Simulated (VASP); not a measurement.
**B: relaxation of cell and atoms with PBEsol**

B:

```
CELL_PARAMETERS angstrom
3.57895 0.00000 0.00000
-1.78947 3.09946 0.00000
0.00000 0.00000 2.19405
ATOMIC_POSITIONS crystal
B 0.00000 0.00000 0.00000
B 0.33333 0.66667 0.50000
B 0.66667 0.33333 0.50000
```

This isn't the form of B at room conditions, which is rhombohedral.

```yaml
Program: VASP 6.6.1
Task: relaxation of cell and atoms
Functional: PBEsol
Potentials_or_basis: VASP PAW PBE potentials, release 64 (B_h)
Cutoff: 1230 eV
k_mesh: 6 × 6 × 8
Occupations: gaussian, width 0.1 eV
Spin: no spin polarisation
Dipole_correction: no
Further_INCAR_settings: ALGO = Normal; EDIFF = 1e-07; IBRION = 2; EDIFFG = -0.04; NSW = 90; ISIF = 3
```

The relaxed volume is 6.05 Å³/atom. The relaxed cell is a = 3.251 Å, b = 3.251 Å, c = 1.982 Å, α = 90.00°, β = 90.00°, γ = 120.00°, the space group after relaxing (to 0.1 Å) is P6/mmm (No. 191) and the energy gained by relaxing is 323.6 meV/atom. The ionic steps are 4 and the pressure after relaxing is -0.1 GPa. The band gap on the k mesh is zero (an odd number of electrons rules out a gap without spin polarisation).

Stress tensor (GPa, compression positive):
```
 0.00  0.00  0.00
 0.00  0.00  0.00
 0.00  0.00 -0.25
```

Step by step:
```tsv
step	energy change (eV)	largest force (eV/Å)	pressure (GPa)	volume (Å³)
1	0.0000	0.0000	-37.43	24.34
2	-0.9700	0.0000	-1.60	18.25
3	-0.9706	0.0000	-0.10	18.14
4	-0.9709	0.0000	-0.08	18.14
```

Final structure:
```
CELL_PARAMETERS angstrom
3.25095 0.00000 0.00000
-1.62547 2.81540 0.00000
0.00000 0.00000 1.98226
ATOMIC_POSITIONS crystal
B 0.00000 0.00000 0.00000
B 0.33333 0.66667 0.50000
B 0.66667 0.33333 0.50000
```

Levels at points of the mesh, in eV from the Fermi level:
```
           k point  band 3  band 4  band 5  band 6  band 7  band 8
(0.00, 0.00, 0.00)   -4.55   -4.52   -4.52    0.37    0.87    8.16
(0.50, 0.00, 0.00)   -8.97   -4.25    7.23    7.91    8.25    8.35
(0.00, 0.00, 0.50)    0.65    0.65    1.18    2.99    2.99    3.71
(0.50, 0.00, 0.50)   -5.63   -5.26   -1.79    1.24    1.54    2.46
```

Wall time 25 s on 1 thread of Intel(R) Xeon(R) 6975P-C (Granite Rapids) (shared host), peak memory 0.21 GiB.

Caveat: the volume moved by over 15 % at a fixed basis, so the end points are rough; the PAW data sets were made with another functional, which shifts forces and pressure a little; an odd number of electrons without spin polarisation forces a metal; a magnetic or distorted state may lie lower.
